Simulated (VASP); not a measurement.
# MgSe (Fm-3m) in VASP: single point with HSE06

Aim: the single point of MgSe with HSE06.

Everything below comes from runs of VASP 6.6.1. Logs are shortened: lines on timing, memory, paths and dates and some standing lists are left out, and cuts for length are marked.

### Step 1. The cell of the first run

The structure is cubic, space group Fm-3m (No. 225). Conventional cell: a = 5.473 Å, b = 5.473 Å, c = 5.473 Å, α = 90.00°, β = 90.00°, γ = 90.00°. Mg (site symmetry m-3m) has 6 Se at 2.74 Å within 3.6 Å. Within 3.6 Å of Se (site symmetry m-3m) lie 6 Mg at 2.74 Å.

### Step 2. Single point, HSE06

File POSCAR:

```
MgSe
1.0
    0.0000000000      2.7362693762      2.7362693762
    2.7362693762      0.0000000000      2.7362693762
    2.7362693762      2.7362693762      0.0000000000
Mg Se
1 1
Direct
    0.0000000000      0.0000000000      0.0000000000
    0.5000000000      0.5000000000      0.5000000000
```

File INCAR.step1:

```
SYSTEM = MgSe
  PREC = Accurate
  ENCUT = 520
  EDIFF = 1E-5
  ISMEAR = 0
  SIGMA = 0.01
  LREAL = .FALSE.
  LASPH = .TRUE.
  NELM = 120
  ALGO = Normal
  ISIF = 2
  LWAVE = .TRUE.
  LCHARG = .FALSE.
  NBANDS = 11
  GGA = PE
  GGA_COMPAT = .FALSE.
```

File INCAR.step2:

```
SYSTEM = MgSe
  PREC = Accurate
  ENCUT = 520
  EDIFF = 1E-6
  ISMEAR = 0
  SIGMA = 0.01
  LREAL = .FALSE.
  LASPH = .TRUE.
  NELM = 120
  ALGO = Normal
  ISIF = 2
  LWAVE = .FALSE.
  LCHARG = .FALSE.
  GGA = PE
  LHFCALC = .TRUE.
  HFSCREEN = 0.2079
  PRECFOCK = Normal
  NBANDS = 11
  ISTART = 1
  GGA_COMPAT = .FALSE.
```

File KPOINTS:

```
Automatic mesh
0
G
  6 6 6
  0 0 0
```

Potentials or basis: VASP PAW PBE potentials, release 64 (Mg, Se).

Launch:

```sh
$ cat potpaw_PBE.64/Mg/POTCAR potpaw_PBE.64/Se/POTCAR > POTCAR
$ cp INCAR.step1 INCAR
$ mpirun -np 1 vasp_std > vasp.out
$ cp INCAR.step2 INCAR
$ mpirun -np 1 vasp_std > vasp.out
```

OUTCAR:

```text
SYSTEM = MgSe
   PREC = Accurate
   ENCUT = 520
   EDIFF = 1E-6
   ISMEAR = 0
   LREAL = .FALSE.
   LASPH = .TRUE.
   NELM = 120
   ISIF = 2
   GGA = PE
   LHFCALC = .TRUE.
   HFSCREEN = 0.2079
   PRECFOCK = Normal
   ISTART = 1

 ion  position               nearest neighbor table
   1  0.000  0.000  0.000-   2 2.74   2 2.74   2 2.74   2 2.74   2 2.74   2 2.74
   2  0.500  0.500  0.500-   1 2.74   1 2.74   1 2.74   1 2.74   1 2.74   1 2.74

  LATTYP: Found a face centered cubic cell.
 ALAT       =     5.4725387524

  Lattice vectors:

 A1 = (   0.0000000000,   2.7362693762,   2.7362693762)
 A2 = (   2.7362693762,   0.0000000000,   2.7362693762)
 A3 = (   2.7362693762,   2.7362693762,   0.0000000000)

Analysis of symmetry for initial positions (statically):
=====================================================================
 Subroutine PRICEL returns:
 Original cell was already a primitive cell.

 Routine SETGRP: Setting up the symmetry group for a
 face centered cubic supercell.

 Subroutine GETGRP returns: Found 48 space group operations
 (whereof 48 operations were pure point group operations)
 out of a pool of 48 trial point group operations.

The static configuration has the point symmetry O_h .

Analysis of symmetry for dynamics (positions and initial velocities):
=====================================================================
 Subroutine PRICEL returns:
 Original cell was already a primitive cell.

 Routine SETGRP: Setting up the symmetry group for a
 face centered cubic supercell.

 Subroutine GETGRP returns: Found 48 space group operations
 (whereof 48 operations were pure point group operations)
 out of a pool of 48 trial point group operations.

The dynamic configuration has the point symmetry O_h .

 Subroutine INISYM returns: Found 48 space group operations
 (whereof 48 operations are pure point group operations),
 and found     1 'primitive' translations

----------------------------------------------------------------------------------------

                                     Primitive cell

  volume of cell :      40.9738

  direct lattice vectors                    reciprocal lattice vectors
     0.000000000  2.736269376  2.736269376    -0.182730547  0.182730547  0.182730547
     2.736269376  0.000000000  2.736269376     0.182730547 -0.182730547  0.182730547
     2.736269376  2.736269376  0.000000000     0.182730547  0.182730547 -0.182730547

  length of vectors
     3.869669262  3.869669262  3.869669262     0.316498592  0.316498592  0.316498592

  position of ions in fractional coordinates (direct lattice)
     0.000000000  0.000000000  0.000000000
     0.500000000  0.500000000  0.500000000

  ion indices of the primitive-cell ions
   primitive index   ion index
                 1           1
                 2           2

----------------------------------------------------------------------------------------

 KPOINTS: Automatic mesh

Automatic generation of k-mesh.
 Grid dimensions read from file:
 generate k-points for:    6    6    6

 Generating k-lattice:

  Cartesian coordinates                     Fractional coordinates (reciprocal lattice)
    -0.030455091  0.030455091  0.030455091     0.166666667  0.000000000  0.000000000
     0.030455091 -0.030455091  0.030455091     0.000000000  0.166666667  0.000000000
     0.030455091  0.030455091 -0.030455091     0.000000000  0.000000000  0.166666667

  Length of vectors
     0.052749765  0.052749765  0.052749765

  Shift w.r.t. Gamma in fractional coordinates (k-lattice)
     0.000000000  0.000000000  0.000000000

 Subroutine IBZKPT returns following result:
 ===========================================

 Found     16 irreducible k-points:

 Following reciprocal coordinates:
            Coordinates               Weight
  0.000000  0.000000  0.000000      1.000000
  0.166667  0.000000  0.000000      8.000000
  0.333333  0.000000  0.000000      8.000000
  0.500000  0.000000  0.000000      4.000000
  0.166667  0.166667  0.000000      6.000000
  0.333333  0.166667  0.000000     24.000000
[... 8 lines left out ...]
 -0.333333  0.333333  0.166667     24.000000
 -0.333333  0.500000  0.166667     12.000000
   k-points           NKPTS =     16   k-points in BZ     NKDIM =    216   number of bands    NBANDS=     11
   number of dos      NEDOS =    301   number of ions     NIONS =      2
   total plane-waves  NPLWV =  27000
   dimension x,y,z NGX =    30 NGY =   30 NGZ =   30
   dimension x,y,z NGXF=    60 NGYF=   60 NGZF=   60
   ions per type =               1   1
   NGX,Y,Z   is equivalent  to a cutoff of  12.89, 12.89, 12.89 a.u.
   NGXF,Y,Z  is equivalent  to a cutoff of  25.78, 25.78, 25.78 a.u.
 SYSTEM =  MgSe
   PREC   = accura    normal or accurate (medium, high low for compatibility)
   ISTART =      1    job   : 0-new  1-cont  2-samecut
   ICHARG =      0    charge: 1-file 2-atom 10-const
   ISPIN  =      1    spin polarized calculation?
   LNONCOLLINEAR =      F non collinear calculations
   LSORBIT =      F    spin-orbit coupling
   LASPH  =      T    aspherical Exc in radial PAW
   ENCUT  =  520.0 eV  38.22 Ry    6.18 a.u.   7.20  7.20  7.20*2*pi/ulx,y,z
   NELM   =    120;   NELMIN=  2; NELMDL=  0     # of ELM steps
   EDIFF  = 0.1E-05   stopping-criterion for ELM
   LREAL  =      F    real-space projection
   EDIFFG = 0.1E-04   stopping-criterion for IOM
   NSW    =      0    number of steps for IOM
   IBRION =     -1    ionic relax: 0-MD 1-quasi-New 2-CG
   NFREE  =      0    steps in history (QN), initial steepest desc. (CG)
   ISIF   =      2    stress and relaxation
   ISYM   =      3    0-nonsym 1-usesym 2-fastsym
   POTIM  = 0.5000    time-step for ionic-motion
   TEBEG  =    0.0;   TEEND  =   0.0 temperature during run
   PSTRESS=    0.0 pullay stress
   NELECT =       8.0000    total number of electrons
   NUPDOWN=      -1.0000    fix difference up-down
   EMIN   =  10.00;   EMAX   =-10.00  energy-range for DOS
   EFERMI =   0.00;   METHOD = LEGACY
   ISMEAR =     0;   SIGMA  =   0.01  broadening in eV -4-tet -1-fermi 0-gaus
   EFERMI_NEDOS =   21; number of points for ismear=-14 and -15
   IALGO  =     38    algorithm
   IMIX   =      1    mixing-type and parameters
     AMIX     =   0.40;   BMIX     =  1.00
     AMIX_MAG =   1.60;   BMIX_MAG =  1.00
  volume/ion in A,a.u.               =      20.49       138.25
  Fermi-wavevector in a.u.,A,eV,Ry     =   0.949735  1.794740 12.272420  0.901997
  Thomas-Fermi vector in A             =   2.078046
   LORBIT       =      0    0 simple, 1 ext, 2 COOP (PROOUT), +10 PAW based schemes
   GGA     = PE    functional components
   LHFCALC =     T    Hartree Fock is set to
   PRECFOCK=normal    Normal, Fast or Accurate (Low or Medium for compatibility)
   ENCUT4O =  -1.0   cutoff for four orbital integrals eV
   NKREDX  =     1    reduce k-point grid by
   NKREDY  =     1    reduce k-point grid by
   NKREDZ  =     1    reduce k-point grid by
   AEXX    =    0.2500 exact exchange contribution
   HFSCREEN=    0.2079 screening length (either q_TF or 0.3 A-1)
   HFSCREENC=   0.2079 screening length for correlation (either q_TF or 0.3 A-1)
   ENCUTFOCK=  -1.0 apply spherical cutoff to Coloumb kernel
   IVDW    =     0    specifies the selected vdW correction
   LEPSILON=     F    determine dielectric tensor
   LRPA    =     F    only Hartree local field effects (RPA)
 non-spin polarized calculation
 Gauss-broadening in eV      SIGMA  =   0.01
  energy-cutoff  :      520.00
  volume of cell :       40.97
 maximum number of plane-waves:      1113
 NGX is ok and might be reduce to    30
  NGX = 24; NGY = 24; NGZ = 24

 number of electron       8.0000000 magnetization

 Free energy of the ion-electron system (eV)
  ---------------------------------------------------
  ext. energy  EPLUGINS =         0.00000000
  ---------------------------------------------------
  free energy    TOTEN  =        -8.76532472 eV

  energy without entropy =       -8.76532472  energy(sigma->0) =       -8.76532472

 E-fermi :   2.6346     XC(G=0):  -7.8572

 val. band max:        2.5333589378   @ k =   0.0000   0.0000   0.0000
 cond. band min:       5.1575296220   @ k =   0.5000   0.5000   0.0000
 fundamental gap:      2.6241706842
 Fermi energy:         2.6346173734

 k-point     1 :       0.0000    0.0000    0.0000
  band No.  band energies     occupation
      1     -11.5640      2.00000
      2       2.5334      2.00000
      3       2.5334      2.00000
      4       2.5334      2.00000
      5       6.0297      0.00000
      6      10.9693      0.00000
      7      10.9693      0.00000
      8      10.9693      0.00000
      9      13.6606      0.00000
     10      13.6606      0.00000
     11      14.6042      0.00000

 k-point     2 :       0.1667    0.0000    0.0000
  band No.  band energies     occupation
      1     -11.3112      2.00000
      2       0.6380      2.00000
      3       2.3560      2.00000
      4       2.3560      2.00000
      5       7.3423      0.00000
      6      10.6855      0.00000
      7      11.1703      0.00000
      8      11.1703      0.00000
      9      12.5485      0.00000
     10      12.5485      0.00000
     11      14.2534      0.00000

 k-point     3 :       0.3333    0.0000    0.0000
  band No.  band energies     occupation
      1     -10.7110      2.00000
      2      -1.7577      2.00000
      3       2.0486      2.00000
      4       2.0486      2.00000
      5       7.4573      0.00000
      6      10.0985      0.00000
      7      10.0985      0.00000
      8      12.3003      0.00000
      9      13.6229      0.00000
     10      14.5010      0.00000
     11      14.5010      0.00000
[... 155 lines left out ...]
 k-point    15 :      -0.3333    0.3333    0.1667
  band No.  band energies     occupation
      1     -10.0510      2.00000
      2      -1.7994      2.00000
      3      -0.4595      2.00000
      4       0.7513      2.00000
      5       8.0131      0.00000
      6       9.5142      0.00000
      7      11.9322      0.00000
      8      11.9545      0.00000
      9      14.7720      0.00000
     10      16.3984      0.00000
     11      19.0183      0.00000

 k-point    16 :      -0.3333    0.5000    0.1667
  band No.  band energies     occupation
      1      -9.9540      2.00000
      2      -1.5807      2.00000
      3      -0.3266      2.00000
      4       0.0218      2.00000
      5       6.9923      0.00000
      6       9.2823      0.00000
      7      11.8585      0.00000
      8      13.1519      0.00000
      9      16.4415      0.00000
     10      17.7306      0.00000
     11      18.4918      0.00000

------------------------ aborting loop because EDIFF is reached ----------------------------------------

  FORCE on cell =-STRESS in cart. coord.  units (eV):
  Direction    XX          YY          ZZ          XY          YZ          ZX
  --------------------------------------------------------------------------------------
  -------------------------------------------------------------------------------------
  Total       -0.1428360     -0.1428360     -0.1428360      0.0000000      0.0000000      0.0000000
  in kB       -5.5852391     -5.5852391     -5.5852391      0.0000000      0.0000000      0.0000000
  external PRESSURE =      -5.5852391 kB  Pullay stress =       0.0000000 kB

 VOLUME and BASIS-vectors are now :
 -----------------------------------------------------------------------------
  energy-cutoff  :      520.00
  volume of cell :       40.97
      direct lattice vectors                 reciprocal lattice vectors
     0.000000000  2.736269376  2.736269376    -0.182730547  0.182730547  0.182730547
     2.736269376  0.000000000  2.736269376     0.182730547 -0.182730547  0.182730547
     2.736269376  2.736269376  0.000000000     0.182730547  0.182730547 -0.182730547

 POSITION                                       TOTAL-FORCE (eV/Angst)
 -----------------------------------------------------------------------------------
      0.00000      0.00000      0.00000        -0.000000      0.000000      0.000000
      2.73627      2.73627      2.73627         0.000000     -0.000000     -0.000000
 -----------------------------------------------------------------------------------
    total drift:                                0.000039      0.000038      0.000038

  FREE ENERGIE OF THE ION-ELECTRON SYSTEM (eV)
  ---------------------------------------------------
  free  energy   TOTEN  =        -8.7653247242 eV

  energy  without entropy=       -8.7653247242  energy(sigma->0) =       -8.76532472
```

Run time: 22 min. Hardware: 1 thread of Intel Xeon 8259CL, shared host; peak memory 0.3 GiB.

What came out:

```yaml
Free_energy: -8.7653 eV
Pressure: -0.6 GPa
Band_gap_on_the_k_mesh: 2.62 eV (least direct gap 3.50 eV)
```

Levels at points of the mesh, in eV from the valence-band top:
```
           k point  band 1  band 2  band 3  band 4  band 5  band 6  band 7  band 8  band 9
(0.00, 0.00, 0.00)  -14.10    0.00    0.00    0.00    3.50    8.44    8.44    8.44   11.13
(0.50, 0.00, 0.00)  -12.87   -5.32   -0.62   -0.62    4.72    7.09    7.09    9.82   12.67
(0.50, 0.50, 0.00)  -12.52   -4.59   -1.92   -1.92    2.62    4.83   13.02   13.49   13.49
```

Caveat: the PAW data sets were made with another functional, which shifts forces and pressure a little. A k mesh can miss the band edges.
